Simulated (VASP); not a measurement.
Runs of VASP 6.6.1 on Zn. The structure is that of space group P6_3/mmc (No. 194), or close to it. The cells are those of the table. 

```tsv
cell	smearing	gap on the mesh (eV)	pressure (GPa)
a = 2.592, b = 2.592, c = 4.853 Å, angles 90.0, 90.0, 120.0°, 2 atoms	gaussian 0.1 eV	none	2.6
a = 2.585, b = 2.585, c = 4.730 Å, angles 90.0, 90.0, 120.0°, 2 atoms	gaussian 0.1 eV	none	(a)
a = 2.595, b = 2.595, c = 4.991 Å, angles 90.0, 90.0, 120.0°, 2 atoms	gaussian 0.1 eV	none	0.5
a = 2.602, b = 2.602, c = 4.949 Å, angles 90.0, 90.0, 120.0°, 2 atoms	fermi-dirac 0.15 eV	none	0.5
```

Alike in all rows: task single point; level r2SCAN; potentials or basis VASP PAW PBE potentials, release 64 (Zn); no spin polarisation; k mesh 18 × 18 × 8; cutoff (eV) 520.

Task: Estimate the missing entries.

Result: (a) 5.4.

Caveats: the PAW data sets were made with another functional, which shifts forces and pressure a little.

A gap of «none» marks levels without a gap at the run's occupations.
